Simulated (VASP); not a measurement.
Wanted: the native input for a VASP 6.6.1 run.

```yaml
Task: single point
Functional: LDA
Potentials_or_basis: VASP PAW LDA potentials, release 64 (Tc_pv)
Cutoff: 520 eV
k_mesh: 6 × 6 × 4
Occupations: fermi-dirac, width 0.05 eV
Spin: no spin polarisation
Dipole_correction: no
Further_INCAR_settings: ALGO = Fast; EDIFF = 1e-07; NBANDS = 20
```

The structure of Tc lies in POSCAR:

```
Tc
1.0
    2.7400000000      0.0000000000      0.0000000000
   -1.3700000000      2.3729096064      0.0000000000
    0.0000000000      0.0000000000      4.3980000000
Tc
2
Direct
    0.6666666667      0.3333333333      0.7500000000
    0.3333333333      0.6666666667      0.2500000000
```

One way to write it, as run:

INCAR

```
PREC     = Accurate       # precision mode
ENCUT    = 520            # plane-wave cutoff, eV
EDIFF    = 1E-7           # SCF threshold, eV
ISMEAR   = -1             # smearing method
SIGMA    = 0.05           # smearing width, eV
LREAL    = False          # projectors in reciprocal space
LASPH    = True           # aspherical terms in the spheres
NELM     = 60             # most SCF steps
ALGO     = Fast           # electronic algorithm
ISIF     = 2              # what is computed and relaxed
LWAVE    = False          # write WAVECAR
LCHARG   = False          # write CHGCAR
NBANDS   = 20             # bands
```

KPOINTS

```
regular mesh
0
Gamma
  6 6 4
```

Potentials or basis: VASP PAW LDA potentials, release 64 (Tc_pv).

Command:

```sh
$ cat potpaw_LDA.64/Tc_pv/POTCAR > POTCAR
$ mpirun -np 1 vasp_std > vasp.out
```

Results of the run:

| Property | Result |
| --- | --- |
| Pressure | -11.1 GPa |
| Band gap on the k mesh | zero (band 13 reaches 14.21 eV, above the bottom of band 14 at 10.82 eV) |

Caveat: the k points lie up to 0.44 Å⁻¹ apart.

Wall time 6.7 s on 1 thread of Intel(R) Xeon(R) 6975P-C (Granite Rapids), on a shared host, peak memory 0.13 GiB.
